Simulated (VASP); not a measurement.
# C (I4_1/amd) in VASP: relaxation of cell and atoms with LDA

Aim: the relaxation of cell and atoms of C with LDA.

Program: VASP 6.6.1. These are calculated values, not measurements. Logs are shortened: lines on timing, memory, paths and dates and some standing lists are left out, and cuts for length are marked.

### Step 1. The cell of the first run

Symmetry: I4_1/amd, No. 141, tetragonal system. The conventional cell has a = 2.951 Å, b = 2.951 Å, c = 1.623 Å, α = 90.00°, β = 90.00°, γ = 90.00°. Within 2.0 Å of C (site symmetry -4m2) lie 10 C at 1.53 to 1.91 Å.

### Step 2. Relaxation of cell and atoms, LDA, target pressure 390 GPa, at which the enthalpy is minimised

The input, INCAR:

```
SYSTEM = C
ALGO = Normal
EDIFF = 1E-6
EDIFFG = -0.005
ENCUT = 600
GGA = CA
IBRION = 2
ISIF = 3
ISMEAR = -1
LASPH = .True.
LCHARG = .False.
LREAL = .False.
LWAVE = .False.
NELM = 80
NSW = 60
PREC = Accurate
PSTRESS = 3900.0
SIGMA = 0.1
```

The input, KPOINTS:

```
k-points
0
Gamma
  27 27 27
  0 0 0
```

The input, POSCAR:

```
C
1.0
   -1.4755045750      1.4755045750      0.8115275162
    1.4755045750     -1.4755045750      0.8115275162
    1.4755045750      1.4755045750     -0.8115275162
C
2
Direct
   -0.3750000000     -0.1250000000     -0.2500000000
    0.3750000000      0.1250000000      0.2500000000
```

Potentials or basis: VASP PAW LDA potentials, release 64 (C).

On the command line:

```console
$ cat potpaw_LDA.64/C/POTCAR > POTCAR
$ mpirun -np 1 vasp_std > vasp.out
```

OUTCAR:

```text
SYSTEM = C
   EDIFF = 1E-6
   EDIFFG = -0.005
   ENCUT = 600
   GGA = CA
   IBRION = 2
   ISIF = 3
   ISMEAR = -1
   LASPH = .True.
   LREAL = .False.
   NELM = 80
   NSW = 60
   PREC = Accurate
   PSTRESS = 3900.0

 ion  position               nearest neighbor table
   1  0.625  0.875  0.750-   2 1.53   2 1.53   2 1.53   2 1.53   2 1.91   2 1.91   2 1.91   2 1.91

   2  0.375  0.125  0.250-   1 1.53   1 1.53   1 1.53   1 1.53   1 1.91   1 1.91   1 1.91   1 1.91

  LATTYP: Found a body centered tetragonal cell.
 ALAT       =     2.9510091500
 C/A-ratio  =     0.5500000000

  Lattice vectors:

 A1 = (  -1.4755045750,   1.4755045750,   0.8115275162)
 A2 = (   1.4755045750,  -1.4755045750,   0.8115275162)
 A3 = (   1.4755045750,   1.4755045750,  -0.8115275162)

Analysis of symmetry for initial positions (statically):
=====================================================================
 Subroutine PRICEL returns:
 Original cell was already a primitive cell.

 Routine SETGRP: Setting up the symmetry group for a
 body centered tetragonal supercell.

 Subroutine GETGRP returns: Found 16 space group operations
 (whereof  4 operations were pure point group operations)
 out of a pool of 16 trial point group operations.

The static configuration has the point symmetry C_2h.
 The point group associated with its full space group is D_4h.

Analysis of symmetry for dynamics (positions and initial velocities):
=====================================================================
 Subroutine PRICEL returns:
 Original cell was already a primitive cell.

 Routine SETGRP: Setting up the symmetry group for a
 body centered tetragonal supercell.

 Subroutine GETGRP returns: Found 16 space group operations
 (whereof  4 operations were pure point group operations)
 out of a pool of 16 trial point group operations.

The dynamic configuration has the point symmetry C_2h.
 The point group associated with its full space group is D_4h.

 Subroutine INISYM returns: Found 16 space group operations
 (whereof  4 operations are pure point group operations),
 and found     1 'primitive' translations

----------------------------------------------------------------------------------------

                                     Primitive cell

  volume of cell :       7.0672

  direct lattice vectors                    reciprocal lattice vectors
    -1.475504575  1.475504575  0.811527516     0.000000000  0.338867130  0.616122054
     1.475504575 -1.475504575  0.811527516     0.338867130  0.000000000  0.616122054
     1.475504575  1.475504575 -0.811527516     0.338867130  0.338867130  0.000000000

  length of vectors
     2.238929300  2.238929300  2.238929300     0.703162369  0.703162369  0.479230490

  position of ions in fractional coordinates (direct lattice)
     0.625000000  0.875000000  0.750000000
     0.375000000  0.125000000  0.250000000

  ion indices of the primitive-cell ions
   primitive index   ion index
                 1           1
                 2           2

----------------------------------------------------------------------------------------

 KPOINTS: k-points

Automatic generation of k-mesh.
 Grid dimensions read from file:
 generate k-points for:   27   27   27

 Generating k-lattice:

  Cartesian coordinates                     Fractional coordinates (reciprocal lattice)
     0.000000000  0.012550634  0.022819335     0.037037037  0.000000000  0.000000000
     0.012550634  0.000000000  0.022819335     0.000000000  0.037037037  0.000000000
     0.012550634  0.012550634  0.000000000     0.000000000  0.000000000  0.037037037

  Length of vectors
     0.026043051  0.026043051  0.017749277

  Shift w.r.t. Gamma in fractional coordinates (k-lattice)
     0.000000000  0.000000000  0.000000000

 Subroutine IBZKPT returns following result:
 ===========================================

 Found   1470 irreducible k-points:

 Following reciprocal coordinates:
            Coordinates               Weight
  0.000000  0.000000  0.000000      1.000000
  0.037037 -0.000000  0.000000      8.000000
  0.074074 -0.000000  0.000000      8.000000
  0.111111  0.000000  0.000000      8.000000
  0.148148 -0.000000  0.000000      8.000000
  0.185185 -0.000000  0.000000      8.000000
[... 16 lines left out ...]
  0.333333  0.037037 -0.000000     16.000000
  0.370370  0.037037  0.000000     16.000000
 [... further k-points ...]
   k-points           NKPTS =   1470   k-points in BZ     NKDIM =   1470   number of bands    NBANDS=      8
   number of dos      NEDOS =    301   number of ions     NIONS =      2
   total plane-waves  NPLWV =   5832
   dimension x,y,z NGX =    18 NGY =   18 NGZ =   18
   dimension x,y,z NGXF=    36 NGYF=   36 NGZF=   36
   ions per type =               2
   NGX,Y,Z   is equivalent  to a cutoff of  13.37, 13.37, 13.37 a.u.
   NGXF,Y,Z  is equivalent  to a cutoff of  26.73, 26.73, 26.73 a.u.
 SYSTEM =  C
   PREC   = accura    normal or accurate (medium, high low for compatibility)
   ISTART =      0    job   : 0-new  1-cont  2-samecut
   ICHARG =      2    charge: 1-file 2-atom 10-const
   ISPIN  =      1    spin polarized calculation?
   LNONCOLLINEAR =      F non collinear calculations
   LSORBIT =      F    spin-orbit coupling
   LASPH  =      T    aspherical Exc in radial PAW
   ENCUT  =  600.0 eV  44.10 Ry    6.64 a.u.   4.47  4.47  4.47*2*pi/ulx,y,z
   NELM   =     80;   NELMIN=  2; NELMDL= -5     # of ELM steps
   EDIFF  = 0.1E-05   stopping-criterion for ELM
   LREAL  =      F    real-space projection
   EDIFFG = -.5E-02   stopping-criterion for IOM
   NSW    =     60    number of steps for IOM
   IBRION =      2    ionic relax: 0-MD 1-quasi-New 2-CG
   NFREE  =      1    steps in history (QN), initial steepest desc. (CG)
   ISIF   =      3    stress and relaxation
   ISYM   =      2    0-nonsym 1-usesym 2-fastsym
   POTIM  = 0.5000    time-step for ionic-motion
   TEBEG  =    0.0;   TEEND  =   0.0 temperature during run
   PSTRESS= 3900.0 pullay stress
   NELECT =       8.0000    total number of electrons
   NUPDOWN=      -1.0000    fix difference up-down
   EMIN   =  10.00;   EMAX   =-10.00  energy-range for DOS
   EFERMI =   0.00;   METHOD = LEGACY
   ISMEAR =    -1;   SIGMA  =   0.10  broadening in eV -4-tet -1-fermi 0-gaus
   EFERMI_NEDOS =   21; number of points for ismear=-14 and -15
   IALGO  =     38    algorithm
   IMIX   =      4    mixing-type and parameters
     AMIX     =   0.40;   BMIX     =  1.00
     AMIX_MAG =   1.60;   BMIX_MAG =  1.00
  volume/ion in A,a.u.               =       3.53        23.85
  Fermi-wavevector in a.u.,A,eV,Ry     =   1.706174  3.224202 39.606973  2.911030
  Thomas-Fermi vector in A             =   2.785259
   LORBIT       =      0    0 simple, 1 ext, 2 COOP (PROOUT), +10 PAW based schemes
   GGA     = CA    functional components
   LHFCALC =     F    Hartree Fock is set to
   AEXX    =    0.0000 exact exchange contribution
   IVDW    =     0    specifies the selected vdW correction
   LEPSILON=     F    determine dielectric tensor
   LRPA    =     F    only Hartree local field effects (RPA)
 conjugate gradient relaxation of ions
 non-spin polarized calculation
  energy-cutoff  :      600.00
  volume of cell :        7.07
 maximum number of plane-waves:       251
 NGX is ok and might be reduce to    18
   NGX =  9   NGY =  9   NGZ =  9

--------------------------------------- Ionic step        1  -------------------------------------------

 number of electron       8.0000001 magnetization

 Free energy of the ion-electron system (eV)
  ---------------------------------------------------
  ext. energy  EPLUGINS =         0.00000000
  ---------------------------------------------------
  free energy    TOTEN  =       -11.95193158 eV

  energy without entropy =      -11.94262238  energy(sigma->0) =      -11.94727698

------------------------ aborting loop because EDIFF is reached ----------------------------------------

  FORCE on cell =-STRESS in cart. coord.  units (eV):
  Direction    XX          YY          ZZ          XY          YZ          ZX
  --------------------------------------------------------------------------------------
  -------------------------------------------------------------------------------------
  Total       13.7917610     13.7917610     17.7399116     -0.0000000      0.0000000      0.0000000
  in kB     3126.6980493   3126.6980493   4021.7740979     -0.0000000      0.0000000      0.0000000
  external PRESSURE =    -474.9432678 kB  Pullay stress =    3900.0000000 kB
[... 97 lines left out ...]
  energy  without entropy=      -11.3346939331  energy(sigma->0) =      -11.33957766

  enthalpy is  TOTEN    =         5.1658343284 eV   P V=       16.5102957226

 E-fermi : 123.5801     XC(G=0): -29.7698

 val. band max:      123.5677973528   @ k =  -0.1852   0.4815   0.1481
 cond. band min:     123.5924240811   @ k =  -0.2593  -0.4815   0.0741
 fundamental gap:      0.0246267283
 Fermi energy:       123.5800852155

 k-point     1 :       0.0000    0.0000    0.0000
  band No.  band energies     occupation
      1      -0.0878      2.00000
      2      24.0899      2.00000
      3      60.6563      2.00000
      4     273.6560      0.00000
      5     273.6560      0.00000
      6     273.6745      0.00000
      7     273.6745      0.00000
      8     333.0127      0.00000
[... 243 lines left out ...]
 k-point    24 :       0.3704    0.0370    0.0000
  band No.  band energies     occupation
      1      15.2110      2.00000
      2      20.1217      2.00000
      3      53.8951      2.00000
      4     123.9502      0.04819
      5     143.1042      0.00000
      6     158.0170      0.00000
      7     326.5288      0.00000
      8     343.7378      0.00000

 [... further k-points ...]

[... ionic steps 4 to 48 ...]

--------------------------------------- Ionic step       49  -------------------------------------------

 number of electron       7.9999998 magnetization

------------------------ aborting loop because EDIFF is reached ----------------------------------------
[... 71 lines left out ...]
--------------------------------------- Ionic step       51  -------------------------------------------

 number of electron       7.9999998 magnetization

 Free energy of the ion-electron system (eV)
  ---------------------------------------------------
  ext. energy  EPLUGINS =         0.00000000
  ---------------------------------------------------
  free energy    TOTEN  =       -15.81151367 eV

  energy without entropy =      -15.81151367  energy(sigma->0) =      -15.81151367

 E-fermi :  20.0775     XC(G=0): -15.8566

 val. band max:       18.8824443454   @ k =   0.0000   0.0000   0.0000
 cond. band min:      21.4637866746   @ k =  -0.4074  -0.4074   0.4074
 fundamental gap:      2.5813423292
 Fermi energy:        20.0774894406

 k-point     1 :       0.0000    0.0000    0.0000
  band No.  band energies     occupation
      1     -10.8001      2.00000
      2      17.2302      2.00000
      3      17.2302      2.00000
      4      18.8824      1.99999
      5      24.1961      0.00000
      6      25.1176      0.00000
      7      25.1176      0.00000
      8      44.0787      0.00000
[... 243 lines left out ...]
 k-point    24 :       0.3704    0.0370    0.0000
  band No.  band energies     occupation
      1      -5.3891      2.00000
      2       2.7068      2.00000
      3      12.5753      2.00000
      4      14.9893      2.00000
      5      27.5854      0.00000
      6      28.3328      0.00000
      7      33.8512      0.00000
      8      38.0147      0.00000

 [... further k-points ...]

------------------------ aborting loop because EDIFF is reached ----------------------------------------

  FORCE on cell =-STRESS in cart. coord.  units (eV):
  Direction    XX          YY          ZZ          XY          YZ          ZX
  --------------------------------------------------------------------------------------
  -------------------------------------------------------------------------------------
  Total       17.4842450     17.4842450     17.4836875      0.0000000      0.0000000     -0.0000000
  in kB     3899.5673883   3899.5673883   3899.4430470      0.0000000      0.0000000     -0.0000000
  external PRESSURE =      -0.4740588 kB  Pullay stress =    3900.0000000 kB
[... 21 lines left out ...]
  energy  without entropy=      -15.8115136667  energy(sigma->0) =      -15.81151367

  enthalpy is  TOTEN    =         1.6746709641 eV   P V=       17.4861846343

 reached required accuracy - stopping structural energy minimisation
```

It took 81 min on 1 thread of AMD EPYC, shared host; peak memory 0.17 GiB.

What came out:

```
Free energy                                                : -15.8115 eV
Relaxed volume                                             : 3.59 Å³/atom
Relaxed cell                                               : a = 2.142 Å, b = 2.142 Å, c = 2.142 Å, α = 117.51°, β = 117.51°, γ = 94.37°
Space group after relaxing (to 0.1 Å)                      : I4_1/amd (No. 141)
Energy change on relaxing (the run minimises the enthalpy) : -1929.8 meV/atom
Ionic steps                                                : 51
Pressure after relaxing                                    : 390.0 GPa
Band gap on the k mesh                                     : 2.58 eV (least direct gap 5.31 eV)
```

The path:
| step | energy change (eV) | largest force (eV/Å) | pressure (GPa) | volume (Å³) |
| --- | --- | --- | --- | --- |
| 1 | 0.0000 | 0.0000 | 342.51 | 7.07 |
| 3 | 0.6075 | 0.0000 | 410.85 | 6.78 |
| 5 | 0.2557 | 0.0000 | 403.63 | 6.88 |
| 7 | -0.3202 | 0.0000 | 406.42 | 7.02 |
| 9 | -2.0409 | 0.0000 | 566.98 | 6.58 |
| 11 | 39.0793 | 0.0000 | 3747.65 | 3.21 |
| 13 | 43.0615 | 0.0000 | 4211.90 | 3.08 |
| 15 | 36.5584 | 0.0000 | 3356.02 | 3.35 |
| 17 | 18.1157 | 0.0000 | 1158.08 | 4.75 |
| 19 | 10.5967 | 0.0000 | 319.60 | 6.49 |
| 21 | 10.7716 | 0.0000 | 359.26 | 6.34 |
| 23 | 9.9191 | 0.0000 | 412.65 | 6.23 |
| 25 | 7.5431 | 0.0000 | 1403.57 | 5.00 |
| 27 | 8.8686 | 0.0000 | 1584.34 | 4.82 |
| 29 | 8.5435 | 0.0000 | 1563.54 | 4.85 |
| 31 | 7.7370 | 0.0000 | 1490.09 | 4.94 |
| 33 | 7.3439 | 0.0000 | 1370.63 | 5.06 |
| 35 | 1.3561 | 0.0000 | 842.53 | 5.90 |
| 37 | -3.9920 | 0.0000 | 368.12 | 7.31 |
| 39 | -4.1329 | 0.0000 | 356.41 | 7.36 |
| 41 | -4.1694 | 0.0000 | 359.94 | 7.32 |
| 43 | -4.1394 | 0.0000 | 361.84 | 7.30 |
| 45 | -3.8635 | 0.0000 | 389.81 | 7.19 |
| 47 | -3.8568 | 0.0000 | 390.43 | 7.18 |
| 49 | -3.8536 | 0.0000 | 390.58 | 7.18 |
| 51 | -3.8596 | 0.0000 | 389.95 | 7.18 |

Final structure:
```
C
1.0
    -1.11082    1.11082    1.45543
     1.11082   -1.11082    1.45543
     1.11082    1.11082   -1.45543
C
2
Cartesian
  1.1108 0.5554 1.0916
  0.0000 0.5554 0.3639
```

Levels at points of the mesh, in eV from the valence-band top:
```csv
k point,band 2,band 3,band 4,band 5,band 6,band 7
"(0.00, 0.00, 0.00)",-1.65,-1.65,0.00,5.31,6.24,6.24
```

Caveat: the cell is relaxed towards a set pressure, so the run minimises the enthalpy, not the energy; an odd mesh through Γ misses points on the zone boundary, where band edges can lie.
